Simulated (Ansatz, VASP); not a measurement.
# One calculation of TaSi4W, two programs

```
Ta Si W
1.0
     3.25369    0.00000    0.00000
     0.00000    3.25369    0.00000
     0.00000    0.00000    8.04129
Ta Si W
1 4 1
Direct
  0.00000 0.00000 0.00000
  0.50000 0.50000 0.82919
  0.50000 0.50000 0.17081
  0.00000 0.00000 0.66314
  0.00000 0.00000 0.33686
  0.50000 0.50000 0.50000
```

Alike in both runs: functional PBE; k mesh 10 × 10 × 4; occupations gaussian, width 0.1 eV; no spin polarisation.

Ansatz relaxed the structure, and its values are those at the end. VASP's run is a single point on that final structure, the one shown.

|  | VASP | Ansatz |
| --- | --- | --- |
| version | VASP 6.6.1 | Ansatz 0.2.0 |
| potentials or method | VASP PAW PBE potentials, release 64 (Ta_pv, Si, W_sv), cutoff 520 eV | scalar-relativistic, plane waves, PAW |
| valence electrons in the cell | 41 | 43 |

|  | VASP | Ansatz | Ansatz less VASP |
| --- | --- | --- | --- |
| gap on the k mesh at the Fermi level (eV) | none | none | - |
| pressure (GPa) | 0.1 | 0.0 | -0.09 |

A gap of «none» marks a metal or a gap that the smearing closes. VASP's potentials hold 41 valence electrons a cell and Ansatz's 43, so a difference there can come from the potentials and not from the codes.

Spin-orbit coupling is off throughout.
